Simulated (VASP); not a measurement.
# Cr2O3 (R-3c) in VASP: single point with PBE+U

Aim: the single point of Cr2O3 with PBE+U.

Everything below comes from runs of VASP 6.6.1. Logs are shortened: lines on timing, memory, paths and dates and some standing lists are left out, and cuts for length are marked.

## 1. The cell of the first run

It takes space group R-3c (No. 167, trigonal). The conventional cell has a = 4.895 Å, b = 4.895 Å, c = 13.432 Å, α = 90.00°, β = 90.00°, γ = 120.00°. Cr (site symmetry 3) has 6 O at 1.94 to 2.00 Å and 1 Cr at 2.61 Å within 2.7 Å. Within 3.0 Å of O (site symmetry 2) lie 4 Cr at 1.94 to 2.00 Å and 12 O at 2.61 to 2.94 Å.

## 2. Single point, PBE+U, collinear spin, ferromagnetic start

INCAR

```
ALGO = Normal
EDIFF = 1E-7
ENCUT = 520
GGA = PE
ISIF = 2
ISMEAR = 0
ISPIN = 2
LASPH = T
LCHARG = F
LDAU = T
LDAUJ = 0 0
LDAUL = 2 -1
LDAUPRINT = 1
LDAUTYPE = 2
LDAUU = 2.3 0
LMAXMIX = 4
LORBIT = 11
LREAL = F
LWAVE = F
MAGMOM = 3 3 3 3 0 0 0 0 0 0
NBANDS = 57
NELM = 150
PREC = Accurate
SIGMA = 0.05
```

KPOINTS

```
k-points
0
Gamma
  4 4 4
```

POSCAR

```
Cr2O3
1.0
    2.4474504900      1.4130362000      4.4773300000
   -2.4474504900      1.4130362000      4.4773300000
    0.0000000000     -2.8260724000      4.4773300000
Cr O
4 6
Direct
    0.8473000000      0.8473000000      0.8473000000
    0.6527000000      0.6527000000      0.6527000000
    0.1527000000      0.1527000000      0.1527000000
    0.3473000000      0.3473000000      0.3473000000
    0.0580000000      0.4420000000      0.7500000000
    0.7500000000      0.0580000000      0.4420000000
    0.4420000000      0.7500000000      0.0580000000
    0.9420000000      0.5580000000      0.2500000000
    0.2500000000      0.9420000000      0.5580000000
    0.5580000000      0.2500000000      0.9420000000
```

Potentials or basis: VASP PAW PBE potentials, release 64 (Cr_pv, O).

Command:

```sh
cat potpaw_PBE.64/Cr_pv/POTCAR potpaw_PBE.64/O/POTCAR > POTCAR
mpirun -np 1 vasp_std > vasp.out
```

OUTCAR:

```text
EDIFF = 1E-7
   ENCUT = 520
   GGA = PE
   ISIF = 2
   ISMEAR = 0
   ISPIN = 2
   LASPH = T
   LORBIT = 11
   LREAL = F
   NELM = 150
   PREC = Accurate

 ion  position               nearest neighbor table
   1  0.847  0.847  0.847-  10 1.94   8 1.94   9 1.94   5 2.00   7 2.00   6 2.00   2 2.61   3 2.85
                             3 2.85   3 2.85
   2  0.653  0.653  0.653-   9 1.94   8 1.94  10 1.94   5 2.00   7 2.00   6 2.00   1 2.61   4 2.85
                             4 2.85   4 2.85
   3  0.153  0.153  0.153-   7 1.94   5 1.94   6 1.94   8 2.00   9 2.00  10 2.00   4 2.61   1 2.85
                             1 2.85   1 2.85
   4  0.347  0.347  0.347-   6 1.94   5 1.94   7 1.94   8 2.00   9 2.00  10 2.00   3 2.61   2 2.85
                             2 2.85   2 2.85
   5  0.058  0.442  0.750-   3 1.94   4 1.94   1 2.00   2 2.00
   6  0.750  0.058  0.442-   4 1.94   3 1.94   1 2.00   2 2.00
   7  0.442  0.750  0.058-   3 1.94   4 1.94   1 2.00   2 2.00
   8  0.942  0.558  0.250-   1 1.94   2 1.94   3 2.00   4 2.00
   9  0.250  0.942  0.558-   2 1.94   1 1.94   3 2.00   4 2.00
  10  0.558  0.250  0.942-   1 1.94   2 1.94   3 2.00   4 2.00

  LATTYP: Found a trigonal (rhomboedric) cell.
 ALAT       =     5.2946358829
 COS(alpha) =     0.5726481100

  Lattice vectors:

 A1 = (   2.4474504900,   1.4130362000,   4.4773300000)
 A2 = (  -2.4474504900,   1.4130362000,   4.4773300000)
 A3 = (   0.0000000000,  -2.8260724000,   4.4773300000)

Analysis of symmetry for initial positions (statically):
=====================================================================
 Subroutine PRICEL returns:
 Original cell was already a primitive cell.

 Routine SETGRP: Setting up the symmetry group for a
 trigonal (rhombohedral) supercell.

 Subroutine GETGRP returns: Found 12 space group operations
 (whereof  6 operations were pure point group operations)
 out of a pool of 12 trial point group operations.

The static configuration has the point symmetry S_6 .
 The point group associated with its full space group is D_3d.

Analysis of symmetry for dynamics (positions and initial velocities):
=====================================================================
 Subroutine PRICEL returns:
 Original cell was already a primitive cell.

 Routine SETGRP: Setting up the symmetry group for a
 trigonal (rhombohedral) supercell.

 Subroutine GETGRP returns: Found 12 space group operations
 (whereof  6 operations were pure point group operations)
 out of a pool of 12 trial point group operations.

The dynamic configuration has the point symmetry S_6 .
 The point group associated with its full space group is D_3d.

Analysis of structural, dynamic, and magnetic symmetry:
[... 304 lines left out ...]
 fundamental gap:      2.1046992017
 Fermi energy:         7.3984565634

 spin component 1

 k-point     1 :       0.0000    0.0000    0.0000
  band No.  band energies     occupation
      1     -37.1252      1.00000
      2     -37.0669      1.00000
      3     -37.0616      1.00000
      4     -37.0616      1.00000
      5     -37.0289      1.00000
      6     -37.0289      1.00000
[... 730 lines left out ...]
     53      10.6278      0.00000
     54      10.6278      0.00000
 Fermi energy:         7.3984565634

 spin component 2

 k-point     1 :       0.0000    0.0000    0.0000
  band No.  band energies     occupation
      1     -34.1623      1.00000
      2     -34.0891      1.00000
      3     -34.0891      1.00000
      4     -34.0862      1.00000
      5     -34.0462      1.00000
      6     -34.0462      1.00000
[... 730 lines left out ...]
     53      12.4662      0.00000
     54      12.4662      0.00000
 [bands above 54 left out]

------------------------ aborting loop because EDIFF is reached ----------------------------------------

  FORCE on cell =-STRESS in cart. coord.  units (eV):
  Direction    XX          YY          ZZ          XY          YZ          ZX
  --------------------------------------------------------------------------------------
  -------------------------------------------------------------------------------------
  Total       13.5591797     13.5591798     13.4548119      0.0000000      0.0000000     -0.0000000
  in kB      233.8333446    233.8333449    232.0334801      0.0000000      0.0000000     -0.0000000
  external PRESSURE =     233.2333899 kB  Pullay stress =       0.0000000 kB

 VOLUME and BASIS-vectors are now :
 -----------------------------------------------------------------------------
  energy-cutoff  :      520.00
  volume of cell :       92.90
      direct lattice vectors                 reciprocal lattice vectors
     2.447450490  1.413036200  4.477330000     0.204294225  0.117949325  0.074449132
    -2.447450490  1.413036200  4.477330000    -0.204294225  0.117949325  0.074449132
     0.000000000 -2.826072400  4.477330000     0.000000000 -0.235898651  0.074449132

 POSITION                                       TOTAL-FORCE (eV/Angst)
 -----------------------------------------------------------------------------------
      0.00000      0.00000     11.38093         0.000000      0.000000      0.663220
      0.00000      0.00000      8.76706         0.000000      0.000000     -0.663220
      0.00000      0.00000      2.05106         0.000000      0.000000     -0.663220
      0.00000      0.00000      4.66493         0.000000      0.000000      0.663220
     -0.93982     -1.41304      5.59666        -0.212486      0.000000     -0.000000
      1.69364     -0.10739      5.59666         0.106243     -0.184018      0.000000
     -0.75381      1.52043      5.59666         0.106243      0.184018      0.000000
      0.93982      1.41304      7.83533         0.212486      0.000000     -0.000000
     -1.69364      0.10739      7.83533        -0.106243      0.184018      0.000000
      0.75381     -1.52043      7.83533        -0.106243     -0.184018      0.000000
 -----------------------------------------------------------------------------------
    total drift:                               -0.000000     -0.000000     -0.000000

  FREE ENERGIE OF THE ION-ELECTRON SYSTEM (eV)
  ---------------------------------------------------
  free  energy   TOTEN  =       -81.4116161028 eV

  energy  without entropy=      -81.4116161028  energy(sigma->0) =      -81.41161610

 total charge

# of ion       s       p       d       tot
------------------------------------------
    1        0.315   6.387   4.104  10.806
    2        0.315   6.387   4.104  10.806
    3        0.315   6.387   4.104  10.806
    4        0.315   6.387   4.104  10.806
    5        1.558   3.546   0.000   5.103
    6        1.558   3.546   0.000   5.103
    7        1.558   3.546   0.000   5.103
    8        1.558   3.546   0.000   5.103
    9        1.558   3.546   0.000   5.103
   10        1.558   3.546   0.000   5.103
--------------------------------------------------
tot         10.607  46.822  16.416  73.845

 magnetization (x)

# of ion       s       p       d       tot
------------------------------------------
    1        0.026   0.034   2.863   2.923
    2        0.026   0.034   2.863   2.923
    3        0.026   0.034   2.863   2.923
    4        0.026   0.034   2.863   2.923
    5       -0.003  -0.014   0.000  -0.018
    6       -0.003  -0.014   0.000  -0.018
    7       -0.003  -0.014   0.000  -0.018
    8       -0.003  -0.014   0.000  -0.018
    9       -0.003  -0.014   0.000  -0.018
   10       -0.003  -0.014   0.000  -0.018
--------------------------------------------------
tot          0.085   0.049  11.451  11.586
```

stdout:

```text
POSCAR found type information on POSCAR CrO
 POSCAR found :  2 types and      10 ions
 scaLAPACK will be used
 LDA part: xc-table for (Slater+PW92), standard interpolation
 POSCAR, INCAR and KPOINTS ok, starting setup
 FFT: planning ... GRIDC
 FFT: planning ... GRID_SOFT
 FFT: planning ... GRID
 WAVECAR not read
 entering main loop
```

It took 2.9 min on 1 thread of AMD EPYC 7R13 (Zen 3), shared host; peak memory 0.3 GiB.

What came out:

```
Free energy                                           : -81.4116 eV
Pressure                                              : 23.3 GPa
Largest force                                         : 0.663 eV/Å
Band gap on the k mesh                                : 2.10 eV (least direct gap 2.30 eV)
Net moment                                            : 12.00 μB per cell
Site moments                                          : Cr +2.92; O -0.02 μB
Valence electrons inside the program's atomic spheres : Cr 10.81; O 5.10
```

Forces on the atoms (eV/Å):
```
Cr   0.000  0.000  0.663
Cr   0.000  0.000 -0.663
Cr   0.000  0.000 -0.663
Cr   0.000  0.000  0.663
O   -0.212  0.000  0.000
O    0.106 -0.184  0.000
O    0.106  0.184  0.000
O    0.212  0.000  0.000
O   -0.106  0.184  0.000
O   -0.106 -0.184  0.000
```

Levels at points of the mesh, in eV from the valence-band top:
Spin up:
```
           k point  band 46  band 47  band 48  band 49  band 50  band 51
(0.00, 0.00, 0.00)    -0.17    -0.17     0.00     2.34     2.34     2.36
(0.50, 0.00, 0.00)    -0.56    -0.48    -0.48     2.86     2.86     3.03
(0.50, 0.50, 0.00)    -0.34    -0.33    -0.23     2.18     2.44     2.44
(0.50, 0.50, 0.50)    -0.62    -0.62    -0.62     2.93     2.93     2.93
```
Spin down:
```
           k point  band 32  band 33  band 34  band 35  band 36  band 37  band 38  band 39  band 40  band 41
(0.00, 0.00, 0.00)    -2.88    -2.88    -2.11    -2.11    -2.03     2.30     2.81     2.81     3.15     3.15
(0.50, 0.00, 0.00)    -3.40    -3.21    -3.21    -2.27    -2.27     2.35     2.35     3.21     3.21     3.60
(0.50, 0.50, 0.00)    -3.15    -3.02    -3.01    -2.76    -2.27     2.27     2.50     2.72     2.76     3.32
(0.50, 0.50, 0.50)    -3.18    -2.76    -2.76    -2.76    -2.76     3.32     3.32     3.32     3.32     3.47
```

Eigenvalues of the final occupation matrices:
| site | spin | trace | eigenvalues |
| --- | --- | --- | --- |
| site 1 d | 1 | 3.50 | 0.34 0.34 0.94 0.94 0.95 |
| site 1 d | 2 | 0.64 | 0.06 0.06 0.07 0.23 0.23 |
| site 2 d | 1 | 3.50 | 0.34 0.34 0.94 0.94 0.95 |
| site 2 d | 2 | 0.64 | 0.06 0.06 0.07 0.23 0.23 |
| site 3 d | 1 | 3.50 | 0.34 0.34 0.94 0.94 0.95 |
| site 3 d | 2 | 0.64 | 0.06 0.06 0.07 0.23 0.23 |
| site 4 d | 1 | 3.50 | 0.34 0.34 0.94 0.94 0.95 |
| site 4 d | 2 | 0.64 | 0.06 0.06 0.07 0.23 0.23 |

Caveat: the cell stands under pressure; the run started ferromagnetic, and an antiferromagnetic order may lie lower in energy.
